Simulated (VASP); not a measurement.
# Ni (P6_3/mmc) in VASP: a series of runs, part 2 of 2

VASP 6.6.1. The steps go on from the part before.

**3. Single point, LDA, collinear spin, ferromagnetic start**

INCAR reads:

```
PREC = Accurate
ENCUT = 520
EDIFF = 1E-6
ISMEAR = -1
SIGMA = 0.15
LREAL = False
LASPH = True
NELM = 150
ALGO = Normal
ISIF = 2
LWAVE = False
LCHARG = False
ISPIN = 2
MAGMOM = 2 2
LORBIT = 11
LMAXMIX = 4
NBANDS = 21
```

KPOINTS reads:

```
Automatic mesh
0
Gamma
  16 16 9
```

POSCAR reads:

```
Ni
1.0
    2.4228923362      0.0000000000      0.0000000000
   -1.2114461681      2.0982863138      0.0000000000
    0.0000000000      0.0000000000      3.9687104178
Ni
2
Direct
    0.3333333351      0.6666666649      0.2500000000
    0.6666666649      0.3333333351      0.7500000000
```

Potentials or basis: VASP PAW LDA potentials, release 64 (Ni).

Started as:

```
$ cat potpaw_LDA.64/Ni/POTCAR > POTCAR
$ mpirun -np 1 vasp_std > vasp.out
```

OUTCAR:

```text
PREC = Accurate
   ENCUT = 520
   EDIFF = 1E-6
   ISMEAR = -1
   LREAL = False
   LASPH = True
   NELM = 150
   ISIF = 2
   ISPIN = 2
   LORBIT = 11

 ion  position               nearest neighbor table
   1  0.333  0.667  0.250-   2 2.43   2 2.43   2 2.43   2 2.43   2 2.43   2 2.43
   2  0.667  0.333  0.750-   1 2.43   1 2.43   1 2.43   1 2.43   1 2.43   1 2.43

  LATTYP: Found a hexagonal cell.
 ALAT       =     2.4228923362
 C/A-ratio  =     1.6380052710

  Lattice vectors:

 A1 = (   2.4228923362,   0.0000000000,   0.0000000000)
 A2 = (  -1.2114461681,   2.0982863138,   0.0000000000)
 A3 = (   0.0000000000,   0.0000000000,   3.9687104178)

Analysis of symmetry for initial positions (statically):
=====================================================================
 Subroutine PRICEL returns:
 Original cell was already a primitive cell.

 Routine SETGRP: Setting up the symmetry group for a
 hexagonal supercell.

 Subroutine GETGRP returns: Found 24 space group operations
 (whereof 12 operations were pure point group operations)
 out of a pool of 24 trial point group operations.

The static configuration has the point symmetry D_3d.
 The point group associated with its full space group is D_6h.

Analysis of symmetry for dynamics (positions and initial velocities):
=====================================================================
 Subroutine PRICEL returns:
 Original cell was already a primitive cell.

 Routine SETGRP: Setting up the symmetry group for a
 hexagonal supercell.

 Subroutine GETGRP returns: Found 24 space group operations
 (whereof 12 operations were pure point group operations)
 out of a pool of 24 trial point group operations.

The dynamic configuration has the point symmetry D_3d.
 The point group associated with its full space group is D_6h.

Analysis of structural, dynamic, and magnetic symmetry:
=====================================================================
 Subroutine PRICEL returns:
 Original cell was already a primitive cell.

 Routine SETGRP: Setting up the symmetry group for a
 hexagonal supercell.

 Subroutine GETGRP returns: Found 24 space group operations
 (whereof 12 operations were pure point group operations)
 out of a pool of 24 trial point group operations.

The overall configuration has the point symmetry D_3d.
 The point group associated with its full space group is D_6h.

 Subroutine INISYM returns: Found 24 space group operations
 (whereof 12 operations are pure point group operations),
 and found     1 'primitive' translations

----------------------------------------------------------------------------------------

                                     Primitive cell

  volume of cell :      20.1766

  direct lattice vectors                    reciprocal lattice vectors
     2.422892336  0.000000000  0.000000000     0.412729854  0.238289692  0.000000000
    -1.211446168  2.098286314  0.000000000     0.000000000  0.476579385  0.000000000
     0.000000000  0.000000000  3.968710418     0.000000000  0.000000000  0.251971017

  length of vectors
     2.422892336  2.422892336  3.968710418     0.476579385  0.476579385  0.251971017

  position of ions in fractional coordinates (direct lattice)
     0.333333335  0.666666665  0.250000000
     0.666666665  0.333333335  0.750000000

[... 63 lines left out ...]
   ions per type =               2
   NGX,Y,Z   is equivalent  to a cutoff of  12.35, 12.35, 12.57 a.u.
   NGXF,Y,Z  is equivalent  to a cutoff of  24.70, 24.70, 25.13 a.u.
 SYSTEM =  unknown system
   PREC   = accura    normal or accurate (medium, high low for compatibility)
   ISTART =      0    job   : 0-new  1-cont  2-samecut
   ICHARG =      2    charge: 1-file 2-atom 10-const
   ISPIN  =      2    spin polarized calculation?
   LNONCOLLINEAR =      F non collinear calculations
   LSORBIT =      F    spin-orbit coupling
   LASPH  =      T    aspherical Exc in radial PAW
   ENCUT  =  520.0 eV  38.22 Ry    6.18 a.u.   4.50  4.50  7.38*2*pi/ulx,y,z
   NELM   =    150;   NELMIN=  2; NELMDL= -5     # of ELM steps
   EDIFF  = 0.1E-05   stopping-criterion for ELM
   LREAL  =      F    real-space projection
   EDIFFG = 0.1E-04   stopping-criterion for IOM
   NSW    =      0    number of steps for IOM
   IBRION =     -1    ionic relax: 0-MD 1-quasi-New 2-CG
   NFREE  =      0    steps in history (QN), initial steepest desc. (CG)
   ISIF   =      2    stress and relaxation
   ISYM   =      2    0-nonsym 1-usesym 2-fastsym
   POTIM  = 0.5000    time-step for ionic-motion
   TEBEG  =    0.0;   TEEND  =   0.0 temperature during run
   PSTRESS=    0.0 pullay stress
   NELECT =      20.0000    total number of electrons
   NUPDOWN=      -1.0000    fix difference up-down
   EMIN   =  10.00;   EMAX   =-10.00  energy-range for DOS
   EFERMI =   0.00;   METHOD = LEGACY
   ISMEAR =    -1;   SIGMA  =   0.15  broadening in eV -4-tet -1-fermi 0-gaus
   EFERMI_NEDOS =   21; number of points for ismear=-14 and -15
   IALGO  =     38    algorithm
   IMIX   =      4    mixing-type and parameters
     AMIX     =   0.40;   BMIX     =  1.00
     AMIX_MAG =   1.60;   BMIX_MAG =  1.00
  volume/ion in A,a.u.               =      10.09        68.08
  Fermi-wavevector in a.u.,A,eV,Ry     =   1.632308  3.084615 36.251757  2.664429
  Thomas-Fermi vector in A             =   2.724300
   LORBIT       =     11    0 simple, 1 ext, 2 COOP (PROOUT), +10 PAW based schemes
   GGA     = CA    functional components
   LHFCALC =     F    Hartree Fock is set to
   AEXX    =    0.0000 exact exchange contribution
   IVDW    =     0    specifies the selected vdW correction
   LEPSILON=     F    determine dielectric tensor
   LRPA    =     F    only Hartree local field effects (RPA)
 spin polarized calculation
  energy-cutoff  :      520.00
  volume of cell :       20.18
 maximum number of plane-waves:       561
 NGX is ok and might be reduce to    18
   NGX =  9   NGY =  9   NGZ = 15

 number of electron      19.9999972 magnetization       0.9524536

 Free energy of the ion-electron system (eV)
  ---------------------------------------------------
  ext. energy  EPLUGINS =         0.00000000
  ---------------------------------------------------
  free energy    TOTEN  =       -13.24534154 eV

  energy without entropy =      -12.97947927  energy(sigma->0) =      -13.11241041

 E-fermi :  10.1507     XC(G=0): -14.0648

 val. band max:       10.1484255894   @ k =   0.2500   0.1875   0.1111
 cond. band min:      10.1510949341   @ k =   0.0625   0.0625   0.0000
 fundamental gap:      0.0026693448
 Fermi energy:        10.1506963906

 spin component 1

 k-point     1 :       0.0000    0.0000    0.0000
  band No.  band energies     occupation
      1       0.6297      1.00000
      2       4.9782      1.00000
      3       7.6749      1.00000
      4       7.7734      1.00000
      5       7.7734      1.00000
      6       8.0808      1.00000
[... 565 lines left out ...]
     20      40.1276      0.00000
     21      42.8294      0.00000

 [... further k-points ...]

 spin component 2

 k-point     1 :       0.0000    0.0000    0.0000
  band No.  band energies     occupation
      1       0.6703      1.00000
      2       5.2626      1.00000
      3       8.1360      1.00000
      4       8.2255      1.00000
      5       8.2255      1.00000
      6       8.5457      0.99998
[... 565 lines left out ...]
     20      40.2297      0.00000
     21      42.8588      0.00000

 [... further k-points ...]
[... 5 lines left out ...]
  --------------------------------------------------------------------------------------
  -------------------------------------------------------------------------------------
  Total       -0.0188113     -0.0188113     -0.0165473     -0.0000000     -0.0000000      0.0000000
  in kB       -1.4937595     -1.4937595     -1.3139797     -0.0000000     -0.0000000      0.0000000
  external PRESSURE =      -1.4338329 kB  Pullay stress =       0.0000000 kB

 VOLUME and BASIS-vectors are now :
 -----------------------------------------------------------------------------
  energy-cutoff  :      520.00
  volume of cell :       20.18
      direct lattice vectors                 reciprocal lattice vectors
     2.422892336  0.000000000  0.000000000     0.412729854  0.238289692  0.000000000
    -1.211446168  2.098286314  0.000000000     0.000000000  0.476579385  0.000000000
     0.000000000  0.000000000  3.968710418     0.000000000  0.000000000  0.251971017

 POSITION                                       TOTAL-FORCE (eV/Angst)
 -----------------------------------------------------------------------------------
      0.00000      1.39886      0.99218         0.000000     -0.000000      0.000000
      1.21145      0.69943      2.97653        -0.000000      0.000000      0.000000
 -----------------------------------------------------------------------------------
    total drift:                               -0.000000      0.000000     -0.000000

  FREE ENERGIE OF THE ION-ELECTRON SYSTEM (eV)
  ---------------------------------------------------
  free  energy   TOTEN  =       -13.2453415417 eV

  energy  without entropy=      -12.9794792734  energy(sigma->0) =      -13.11241041

 total charge

# of ion       s       p       d       tot
------------------------------------------
    1        0.531   0.565   8.369   9.465
    2        0.531   0.565   8.369   9.465
--------------------------------------------------
tot          1.062   1.131  16.738  18.931

 magnetization (x)

# of ion       s       p       d       tot
------------------------------------------
    1       -0.003  -0.015   0.494   0.476
    2       -0.003  -0.015   0.494   0.476
--------------------------------------------------
tot         -0.007  -0.029   0.988   0.952
```

OSZICAR:

```text
N       E                     dE             d eps       ncg     rms          rms(c)
DAV:   1     0.939104945487E+02    0.93910E+02   -0.89419E+03 13805   0.139E+03
DAV:   2    -0.924116701664E+01   -0.10315E+03   -0.94906E+02 12800   0.237E+02
DAV:   3    -0.150166777286E+02   -0.57755E+01   -0.55903E+01 14217   0.640E+01
DAV:   4    -0.150864033539E+02   -0.69726E-01   -0.69671E-01 14671   0.659E+00
DAV:   5    -0.150882722103E+02   -0.18689E-02   -0.18688E-02 14514   0.108E+00    0.174E+01
DAV:   6    -0.138865737369E+02    0.12017E+01   -0.70079E+00 15089   0.600E+01    0.856E+00
DAV:   7    -0.132889615372E+02    0.59761E+00   -0.16183E+00 14692   0.248E+01    0.290E+00
DAV:   8    -0.132527731817E+02    0.36188E-01   -0.13810E-02 18864   0.177E+00    0.128E+00
DAV:   9    -0.132474319948E+02    0.53412E-02   -0.89745E-04 16420   0.306E-01    0.480E-01
DAV:  10    -0.132452879251E+02    0.21441E-02   -0.22242E-04 22146   0.246E-01    0.981E-02
DAV:  11    -0.132453381906E+02   -0.50266E-04   -0.28966E-05 17764   0.678E-02    0.401E-02
DAV:  12    -0.132453425307E+02   -0.43401E-05   -0.60788E-06 14053   0.408E-02    0.177E-02
DAV:  13    -0.132453414005E+02    0.11302E-05   -0.81271E-07 10051   0.106E-02    0.469E-03
DAV:  14    -0.132453415417E+02   -0.14123E-06   -0.12563E-07  7260   0.537E-03
   1 F= -.13245342E+02 E0= -.13112410E+02  d E =-.265862E+00  mag=     0.9519
```

stdout:

```text
POSCAR found type information on POSCAR Ni
 POSCAR found :  1 types and       2 ions
 scaLAPACK will be used
 LDA part: xc-table for (Slater(with rela. corr.)+CA(PZ))
 , standard interpolation
 POSCAR, INCAR and KPOINTS ok, starting setup
 FFT: planning ... GRIDC
 FFT: planning ... GRID_SOFT
 FFT: planning ... GRID
 WAVECAR not read
 entering main loop
```

It took 2.7 min on 1 thread of Intel Xeon 8259CL, shared host; peak memory 0.2 GiB.

What came out:

```yaml
Free_energy: -13.2453 eV
Pressure: -0.1 GPa
Net_moment: 0.95 μB per cell
Site_moments: Ni +0.48 μB
Valence_electrons_inside_the_program's_atomic_spheres: Ni 9.46
```
